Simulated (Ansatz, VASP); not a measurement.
**Two plane-wave programs on MgCd2S3**

File INCAR:

```
SYSTEM = MgCd2S3
PREC = Accurate ; ENCUT = 520
EDIFF = 1E-6 ; ISMEAR = 0
SIGMA = 0.02 ; LREAL = .FALSE.
LASPH = .TRUE. ; NELM = 60
ALGO = Normal ; ISIF = 2
LWAVE = .FALSE. ; LCHARG = .FALSE.
GGA = PE ; NBANDS = 31
```

The input KPOINTS:

```
Automatic mesh
0
G
  12 12 4
  0 0 0
```

File POSCAR:

```
MgCd2S3
1.0
    3.8261385812      0.0000000000      0.0000000000
   -1.9130692906      3.3135332098      0.0000000000
    0.0000000000      0.0000000000      9.3788967243
Mg Cd S
1 2 3
Direct
    0.0000000000      0.0000000000      0.5000000000
    0.6666666667      0.3333333333      0.8287607496
    0.3333333333      0.6666666667      0.1712392504
    0.3333333333      0.6666666667      0.6557569786
    0.6666666667      0.3333333333      0.3442430214
    0.0000000000      0.0000000000      0.0000000000
```

Input for Ansatz:

```yaml
crystal:
  lattice:
    - [3.8261385812, 0.0, 0.0]
    - [-1.9130692906, 3.3135332098, 0.0]
    - [0.0, 0.0, 9.3788967243]
  atoms:
    - { symbol: Mg, position: [0.0, 0.0, 0.5] }
    - { symbol: Cd, position: [0.6666666667, 0.3333333333, 0.8287607496] }
    - { symbol: Cd, position: [0.3333333333, 0.6666666667, 0.1712392504] }
    - { symbol: S, position: [0.3333333333, 0.6666666667, 0.6557569786] }
    - { symbol: S, position: [0.6666666667, 0.3333333333, 0.3442430214] }
    - { symbol: S, position: [0.0, 0.0, 0.0] }
basis:
  ecutwfc: 420
kpoints:
  mp_grid: { grid: [12, 12, 4] }
  band_path:
    path:
      - [[0.0, 0.0, 0.0], [0.5, 0.0, 0.0], [0.33333333, 0.33333333, 0.0], [0.0, 0.0, 0.0], [0.0, 0.0, 0.5], [0.5, 0.0, 0.5], [0.33333333, 0.33333333, 0.5], [0.0, 0.0, 0.5]]
      - [[0.5, 0.0, 0.5], [0.5, 0.0, 0.0]]
      - [[0.33333333, 0.33333333, 0.5], [0.33333333, 0.33333333, 0.0]]
    npoints: 14
hamiltonian:
  xc: pbe
scf:
  occupations: { method: gaussian, width: 0.02 }
  n_extra_bands: 15
output:
  forces: true
  stress: true
  eigenvalues: true
  populations: true
  dos: { projected: true, de: 0.02, nscf_kmesh: { grid: [18, 18, 6] } }
  bader: true
  write_density: true
  write_potential: true
  elf: true
  volumetric_format: npy
```

Alike in both runs: task single point; functional PBE; k mesh 12 × 12 × 4; occupations gaussian, width 0.02 eV; no spin polarisation.

|  | VASP | Ansatz |
| --- | --- | --- |
| version | VASP 6.6.1 | Ansatz 0.2.0 |
| potentials or method | VASP PAW PBE potentials, release 64 (Mg, Cd, S), cutoff 520 eV | scalar-relativistic, plane waves, PAW |
| valence electrons in the cell | 44 | 68 |

```tsv
	VASP	Ansatz	Ansatz less VASP
gap on the k mesh at the Fermi level (eV)	0.91	0.92	+0.010
least direct gap on the mesh (eV)	1.45	1.46	+0.009
pressure (GPa)	0.2	0.0	-0.20
rms of the force components (eV/Å)	0.013	0.003	-0.0108
```

Atom by atom the forces differ by 0.016 eV/Å (rms over components). The functional is the same, so the differences come from potentials, cutoffs and numerics. VASP's potentials hold 44 valence electrons a cell and Ansatz's 68, so a difference there can come from the potentials and not from the codes.
